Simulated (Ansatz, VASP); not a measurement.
**Two plane-wave programs on Hg**

INCAR

```
PREC = Accurate ; ENCUT = 520
EDIFF = 1E-6 ; ISMEAR = 0
SIGMA = 0.15 ; LREAL = False
LASPH = True ; NELM = 100
ALGO = Fast ; ISIF = 2
LWAVE = False ; LCHARG = False
GGA = PS ; IVDW = 12
NBANDS = 19
```

The input KPOINTS:

```
Automatic mesh
0
Gamma
  18 18 10
```

The input POSCAR:

```
Hg
1.0
    3.3030721289      0.0000000000      0.0000000000
   -1.6515360645      2.8605443742      0.0000000000
    0.0000000000      0.0000000000      4.8862346003
Hg
2
Direct
    0.6666666667      0.3333333333      0.7500000000
    0.3333333333      0.6666666667      0.2500000000
```

Input for Ansatz:

```yaml
crystal:
  lattice:
    - [3.3030721289, 0.0, 0.0]
    - [-1.6515360645, 2.8605443742, 0.0]
    - [0.0, 0.0, 4.8862346003]
  atoms:
    - { symbol: Hg, position: [0.6666666667, 0.3333333333, 0.75] }
    - { symbol: Hg, position: [0.3333333333, 0.6666666667, 0.25] }
basis:
  ecutwfc: 420
kpoints:
  mp_grid: { grid: [18, 18, 10] }
hamiltonian:
  xc: pbesol
  dispersion: d3bj
scf:
  occupations: { method: gaussian, width: 0.15 }
output:
  forces: true
  stress: true
  eigenvalues: true
```

Alike in both runs: task single point; functional PBEsol; dispersion D3(BJ); k mesh 18 × 18 × 10; occupations gaussian, width 0.15 eV; no spin polarisation.

|  | VASP | Ansatz |
| --- | --- | --- |
| version | VASP 6.6.1 | Ansatz 0.2.0 |
| potentials or method | VASP PAW PBE potentials, release 64 (Hg), cutoff 520 eV | scalar-relativistic, plane waves, PAW |
| valence electrons in the cell | 24 | 40 |

VASP gave:

| Item | Value |
| --- | --- |
| gap on the k mesh at the Fermi level (eV) | none |
| pressure (GPa) | -1.8 |
| traceless stress, the component that is largest in VASP (GPa) | -0.19 |

What did Ansatz give for the same quantities?

gap on the k mesh at the Fermi level (eV): none; pressure (GPa): -2.2; traceless stress, the component that is largest in VASP (GPa): -0.30.

VASP's potentials were made for PBE, not for PBEsol. A gap of «none» marks a metal or a gap that the smearing closes. VASP's potentials hold 24 valence electrons a cell and Ansatz's 40, so a difference there can come from the potentials and not from the codes.

Spin-orbit coupling is off throughout.
